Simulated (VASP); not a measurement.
# Te2Mo in VASP: single point with PBE+D3(BJ)

Aim: the single point of Te2Mo with PBE+D3(BJ).

All numbers are computed with VASP 6.6.1; they aren't measurements. Logs are shortened: lines on timing, memory, paths and dates and some standing lists are left out, and cuts for length are marked.

## (1) The cell of the first run

The cell holds a slab with vacuum, 6 atoms: a = 3.504 Å, b = 3.504 Å, c = 24.768 Å, α = 90.00°, β = 90.00°, γ = 120.00°.

## (2) Single point, PBE+D3(BJ)

The input, INCAR:

```
ALGO     = Normal         # electronic algorithm
DIPOL    = 0.5 0.5 0.399
EDIFF    = 1E-7           # SCF threshold, eV
ENCUT    = 520            # plane-wave cutoff, eV
GGA      = PE             # functional
IDIPOL   = 3            
ISIF     = 2              # what is computed and relaxed
ISMEAR   = 0              # smearing method
IVDW     = 12             # dispersion correction
LASPH    = T              # aspherical terms in the spheres
LCHARG   = F              # write CHGCAR
LDIPOL   = T            
LREAL    = F              # projectors in reciprocal space
LWAVE    = F              # write WAVECAR
NBANDS   = 35             # bands
NELM     = 100            # most SCF steps
PREC     = Accurate       # precision mode
SIGMA    = 0.05           # smearing width, eV
```

The input, KPOINTS:

```
k-points
0
Gamma
  9 9 1
```

The input, POSCAR:

```
Te2Mo
1.0
    3.5038816881      0.0000000000      0.0000000000
   -1.7519408440      3.0344505538      0.0000000000
    0.0000000000      0.0000000000     24.7677198395
Te Mo
4 2
Direct
    0.3333333333      0.6666666667      0.1816881017
    0.3333333333      0.6666666667      0.3284056818
    0.3333333333      0.6666666667      0.4689111470
    0.3333333333      0.6666666667      0.6156287272
    0.6666666667      0.3333333333      0.2550468917
    0.6666666667      0.3333333333      0.5422699371
```

Potentials or basis: VASP PAW PBE potentials, release 64 (Te, Mo_sv).

Started as:

```
> cat potpaw_PBE.64/Te/POTCAR potpaw_PBE.64/Mo_sv/POTCAR > POTCAR
> mpirun -np 1 vasp_std > vasp.out
```

OUTCAR:

```text
EDIFF = 1E-7
   ENCUT = 520
   GGA = PE
   ISIF = 2
   ISMEAR = 0
   IVDW = 12
   LASPH = T
   LREAL = F
   NELM = 100
   PREC = Accurate
 IVDW          = 12

 ion  position               nearest neighbor table
   1  0.333  0.667  0.182-   5 2.72   5 2.72   5 2.72   2 3.63
   2  0.333  0.667  0.328-   5 2.72   5 2.72   5 2.72   3 3.48   1 3.63
   3  0.333  0.667  0.469-   6 2.72   6 2.72   6 2.72   2 3.48   4 3.63
   4  0.333  0.667  0.616-   6 2.72   6 2.72   6 2.72   3 3.63
   5  0.667  0.333  0.255-   1 2.72   1 2.72   1 2.72   2 2.72   2 2.72   2 2.72
   6  0.667  0.333  0.542-   4 2.72   3 2.72   4 2.72   3 2.72   4 2.72   3 2.72

  LATTYP: Found a hexagonal cell.
 ALAT       =     3.5038816881
 C/A-ratio  =     7.0686518679

  Lattice vectors:

 A1 = (   3.5038816881,   0.0000000000,   0.0000000000)
 A2 = (  -1.7519408440,   3.0344505538,   0.0000000000)
 A3 = (   0.0000000000,   0.0000000000,  24.7677198395)

Analysis of symmetry for initial positions (statically):
=====================================================================
 Subroutine PRICEL returns:
 Original cell was already a primitive cell.

 Routine SETGRP: Setting up the symmetry group for a
 hexagonal supercell.

 Subroutine GETGRP returns: Found 12 space group operations
 (whereof  6 operations were pure point group operations)
 out of a pool of 24 trial point group operations.

The static configuration has the point symmetry C_3v.
 The point group associated with its full space group is D_3h.

Analysis of symmetry for dynamics (positions and initial velocities):
=====================================================================
 Subroutine PRICEL returns:
 Original cell was already a primitive cell.

 Routine SETGRP: Setting up the symmetry group for a
 hexagonal supercell.

 Subroutine GETGRP returns: Found 12 space group operations
 (whereof  6 operations were pure point group operations)
 out of a pool of 24 trial point group operations.

The dynamic configuration has the point symmetry C_3v.
 The point group associated with its full space group is D_3h.

 Subroutine INISYM returns: Found 12 space group operations
 (whereof  6 operations are pure point group operations),
 and found     1 'primitive' translations

----------------------------------------------------------------------------------------

                                     Primitive cell

  volume of cell :     263.3392

  direct lattice vectors                    reciprocal lattice vectors
     3.503881688  0.000000000  0.000000000     0.285397764  0.164774476  0.000000000
    -1.751940844  3.034450554  0.000000000     0.000000000  0.329548952  0.000000000
     0.000000000  0.000000000 24.767719839     0.000000000  0.000000000  0.040375134

  length of vectors
     3.503881688  3.503881688 24.767719839     0.329548952  0.329548952  0.040375134

  position of ions in fractional coordinates (direct lattice)
     0.333333333  0.666666667  0.181688102
     0.333333333  0.666666667  0.328405682
     0.333333333  0.666666667  0.468911147
     0.333333333  0.666666667  0.615628727
     0.666666667  0.333333333  0.255046892
     0.666666667  0.333333333  0.542269937

  ion indices of the primitive-cell ions
   primitive index   ion index
                 1           1
                 2           2
                 3           3
                 4           4
                 5           5
                 6           6

----------------------------------------------------------------------------------------

 KPOINTS: k-points

Automatic generation of k-mesh.
 Grid dimensions read from file:
 generate k-points for:    9    9    1

 Generating k-lattice:

  Cartesian coordinates                     Fractional coordinates (reciprocal lattice)
     0.031710863  0.018308275  0.000000000     0.111111111  0.000000000  0.000000000
     0.000000000  0.036616550  0.000000000     0.000000000  0.111111111  0.000000000
     0.000000000  0.000000000  0.040375134     0.000000000  0.000000000  1.000000000

  Length of vectors
     0.036616550  0.036616550  0.040375134

  Shift w.r.t. Gamma in fractional coordinates (k-lattice)
     0.000000000  0.000000000  0.000000000

 Subroutine IBZKPT returns following result:
 ===========================================

 Found     12 irreducible k-points:

 Following reciprocal coordinates:
            Coordinates               Weight
  0.000000  0.000000  0.000000      1.000000
  0.111111  0.000000  0.000000      6.000000
  0.222222 -0.000000  0.000000      6.000000
  0.333333  0.000000  0.000000      6.000000
  0.444444 -0.000000  0.000000      6.000000
  0.111111  0.111111  0.000000      6.000000
  0.222222  0.111111  0.000000     12.000000
  0.333333  0.111111  0.000000     12.000000
  0.444444  0.111111  0.000000      6.000000
  0.222222  0.222222  0.000000      6.000000
  0.333333  0.222222  0.000000     12.000000
  0.333333  0.333333  0.000000      2.000000
   k-points           NKPTS =     12   k-points in BZ     NKDIM =     12   number of bands    NBANDS=     35
   number of dos      NEDOS =    301   number of ions     NIONS =      6
   total plane-waves  NPLWV = 150528
   dimension x,y,z NGX =    28 NGY =   28 NGZ =  192
   dimension x,y,z NGXF=    56 NGYF=   56 NGZF=  384
   ions per type =               4   2
   NGX,Y,Z   is equivalent  to a cutoff of  13.28, 13.28, 12.89 a.u.
   NGXF,Y,Z  is equivalent  to a cutoff of  26.57, 26.57, 25.77 a.u.
 SYSTEM =  unknown system
   PREC   = accura    normal or accurate (medium, high low for compatibility)
   ISTART =      0    job   : 0-new  1-cont  2-samecut
   ICHARG =      2    charge: 1-file 2-atom 10-const
   ISPIN  =      1    spin polarized calculation?
   LNONCOLLINEAR =      F non collinear calculations
   LSORBIT =      F    spin-orbit coupling
   LASPH  =      T    aspherical Exc in radial PAW
   ENCUT  =  520.0 eV  38.22 Ry    6.18 a.u.   6.51  6.51 46.05*2*pi/ulx,y,z
   NELM   =    100;   NELMIN=  2; NELMDL= -5     # of ELM steps
   EDIFF  = 0.1E-06   stopping-criterion for ELM
   LREAL  =      F    real-space projection
   EDIFFG = 0.1E-05   stopping-criterion for IOM
   NSW    =      0    number of steps for IOM
   IBRION =     -1    ionic relax: 0-MD 1-quasi-New 2-CG
   NFREE  =      0    steps in history (QN), initial steepest desc. (CG)
   ISIF   =      2    stress and relaxation
   ISYM   =      2    0-nonsym 1-usesym 2-fastsym
   POTIM  = 0.5000    time-step for ionic-motion
   TEBEG  =    0.0;   TEEND  =   0.0 temperature during run
   PSTRESS=    0.0 pullay stress
   NELECT =      52.0000    total number of electrons
   NUPDOWN=      -1.0000    fix difference up-down
   EMIN   =  10.00;   EMAX   =-10.00  energy-range for DOS
   EFERMI =   0.00;   METHOD = LEGACY
   ISMEAR =     0;   SIGMA  =   0.05  broadening in eV -4-tet -1-fermi 0-gaus
   EFERMI_NEDOS =   21; number of points for ismear=-14 and -15
   IALGO  =     38    algorithm
   IMIX   =      4    mixing-type and parameters
     AMIX     =   0.40;   BMIX     =  1.00
     AMIX_MAG =   1.60;   BMIX_MAG =  1.00
  volume/ion in A,a.u.               =      43.89       296.18
  Fermi-wavevector in a.u.,A,eV,Ry     =   0.953317  1.801508 12.365161  0.908814
  Thomas-Fermi vector in A             =   2.081961
   LORBIT       =      0    0 simple, 1 ext, 2 COOP (PROOUT), +10 PAW based schemes
   GGA     = PE    functional components
   LHFCALC =     F    Hartree Fock is set to
   AEXX    =    0.0000 exact exchange contribution
   IVDW    =    12    specifies the selected vdW correction
   LEPSILON=     F    determine dielectric tensor
   LRPA    =     F    only Hartree local field effects (RPA)
 non-spin polarized calculation
 Gauss-broadening in eV      SIGMA  =   0.05
  energy-cutoff  :      520.00
  volume of cell :      263.34
 maximum number of plane-waves:      7173
 NGX is ok and might be reduce to    28
   NGX = 13   NGY = 13   NGZ = 93

 dipolmoment           0.000000      0.000000     -0.000000 electrons x Angstroem

 number of electron      51.9999998 magnetization

 dipolmoment           0.000000      0.000000      0.000000 electrons x Angstroem

 Free energy of the ion-electron system (eV)
  ---------------------------------------------------
  ext. energy  EPLUGINS =         0.00000000
  ---------------------------------------------------
  free energy    TOTEN  =       -35.76901782 eV

  energy without entropy =      -35.76901782  energy(sigma->0) =      -35.76901782

 E-fermi :   2.8839     XC(G=0):  -6.3811

 val. band max:        2.5488832983   @ k =   0.1111   0.0000   0.0000
 cond. band min:       3.5550219574   @ k =   0.2222   0.2222   0.0000
 fundamental gap:      1.0061386591
 Fermi energy:         2.8838690210

 k-point     1 :       0.0000    0.0000    0.0000
  band No.  band energies     occupation
      1     -58.1687      2.00000
      2     -58.1687      2.00000
      3     -32.3493      2.00000
      4     -32.3493      2.00000
      5     -32.2007      2.00000
      6     -32.2007      2.00000
[... 27 lines left out ...]
     34       6.0458      0.00000
     35       6.6815      0.00000

 k-point     2 :       0.1111    0.0000    0.0000
  band No.  band energies     occupation
      1     -58.1675      2.00000
      2     -58.1675      2.00000
      3     -32.3458      2.00000
      4     -32.3458      2.00000
      5     -32.2166      2.00000
      6     -32.2166      2.00000
[... 27 lines left out ...]
     34       5.8998      0.00000
     35       6.9178      0.00000
[... 340 lines left out ...]
     34       6.7316      0.00000
     35       6.8183      0.00000

 k-point    12 :       0.3333    0.3333    0.0000
  band No.  band energies     occupation
      1     -58.1571      2.00000
      2     -58.1571      2.00000
      3     -32.3157      2.00000
      4     -32.3157      2.00000
      5     -32.3028      2.00000
      6     -32.3027      2.00000
[... 27 lines left out ...]
     34       6.9288      0.00000
     35       7.0499      0.00000

------------------------ aborting loop because EDIFF is reached ----------------------------------------

 vacuum level on the upper side and lower side of the slab       (xc-potential included)        -0.107        -0.107

 Edisp (eV)   -2.78762

 E8    (eV) :    -1.3184

  FORCE on cell =-STRESS in cart. coord.  units (eV):
  Direction    XX          YY          ZZ          XY          YZ          ZX
  --------------------------------------------------------------------------------------
  -------------------------------------------------------------------------------------
  Total      -0.10542    -0.10542     2.06649    -0.00000     0.00000     0.00000
  in kB      -0.64139    -0.64139    12.57269    -0.00000     0.00000     0.00000
  external pressure =        3.76 kB  Pullay stress =        0.00 kB

 VOLUME and BASIS-vectors are now :
 -----------------------------------------------------------------------------
  energy-cutoff  :      520.00
  volume of cell :      263.34
      direct lattice vectors                 reciprocal lattice vectors
     3.503881688  0.000000000  0.000000000     0.285397764  0.164774476  0.000000000
    -1.751940844  3.034450554  0.000000000     0.000000000  0.329548952  0.000000000
     0.000000000  0.000000000 24.767719839     0.000000000  0.000000000  0.040375134

 POSITION                                       TOTAL-FORCE (eV/Angst)
 -----------------------------------------------------------------------------------
     -0.00000      2.02297      4.50000        -0.000000      0.000000     -0.001665
     -0.00000      2.02297      8.13386        -0.000000      0.000000     -0.428788
     -0.00000      2.02297     11.61386        -0.000000      0.000000      0.428788
     -0.00000      2.02297     15.24772        -0.000000      0.000000      0.001665
      1.75194      1.01148      6.31693         0.000000     -0.000000     -0.085960
      1.75194      1.01148     13.43079         0.000000     -0.000000      0.085960
 -----------------------------------------------------------------------------------
    total drift:                               -0.000001      0.000000      0.000031

  FREE ENERGIE OF THE ION-ELECTRON SYSTEM (eV)
  ---------------------------------------------------
  free  energy   TOTEN  =       -38.5566342047 eV

  energy  without entropy=      -38.5566342047  energy(sigma->0) =      -38.55663420

 vacuum level on the upper side and lower side of the slab         7.242         7.242
```

Wall time 5.7 min (1 thread of AMD EPYC 7R13, shared host); peak memory 0.39 GiB.

What came out:

| Quantity | Value |
| --- | --- |
| Free energy | -38.5566 eV |
| Largest force | 0.429 eV/Å |
| Band gap on the k mesh | 1.01 eV, indirect (least direct gap 1.12 eV) |
| Dispersion energy per atom | -0.465 eV |

Forces on the atoms (eV/Å):
```
Te   0.000  0.000 -0.002
Te   0.000  0.000 -0.429
Te   0.000  0.000  0.429
Te   0.000  0.000  0.002
Mo   0.000  0.000 -0.086
Mo   0.000  0.000  0.086
```

Caveat: spin-orbit coupling is left out, which moves the levels of the heavy elements.
